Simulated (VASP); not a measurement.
Wanted: the native input for a VASP 6.6.1 run.

| Property | Result |
| --- | --- |
| Task | single point |
| Functional | PBE |
| Potentials or basis | VASP PAW PBE potentials, release 64 (Mn_pv, Ga_d) |
| Cutoff | 520 eV |
| k mesh | 14 × 14 × 14 |
| Occupations | gaussian, width 0.1 eV |
| Spin | collinear spin, ferromagnetic start |
| Starting moments | [3.41, 0.0, 0.0] μB |
| Dipole correction | no |
| Further INCAR settings | ALGO = Normal; EDIFF = 1e-06; NBANDS = 30 |

The structure of MnGa2 lies in POSCAR:

```
MnGa2
1.0
    0.0000000000      2.9633031730      2.9633031730
    2.9633031730      0.0000000000      2.9633031730
    2.9633031730      2.9633031730      0.0000000000
Mn Ga
1 2
Direct
    0.0000000000      0.0000000000      0.0000000000
    0.2500000000      0.2500000000      0.2500000000
    0.7500000000      0.7500000000      0.7500000000
```

The input as run:

INCAR

```
SYSTEM = MnGa2
  PREC = Accurate
  ENCUT = 520
  EDIFF = 1E-6
  ISMEAR = 0
  SIGMA = 0.1
  LREAL = .FALSE.
  LASPH = .TRUE.
  NELM = 150
  ALGO = Normal
  ISIF = 2
  LWAVE = .FALSE.
  LCHARG = .FALSE.
  ISPIN = 2
  MAGMOM = 3.41 0 0
  LORBIT = 11
  LMAXMIX = 4
  GGA = PE
  NBANDS = 30
```

KPOINTS

```
regular mesh
0
G
  14 14 14
  0 0 0
```

Potentials or basis: VASP PAW PBE potentials, release 64 (Mn_pv, Ga_d).

Run with:

```bash
$ cat potpaw_PBE.64/Mn_pv/POTCAR potpaw_PBE.64/Ga_d/POTCAR > POTCAR
$ mpirun -np 1 vasp_std > vasp.out
```

It gave:

```
Pressure                                              : 0.1 GPa
Net moment                                            : 3.10 μB per cell
Site moments                                          : Mn +3.11; Ga -0.07 μB
Valence electrons inside the program's atomic spheres : Mn 11.68; Ga 11.64
```

It took 8.6 min on 1 thread of Oxide Virtual Turin-like Processor (shared host), peak memory 0.34 GiB.
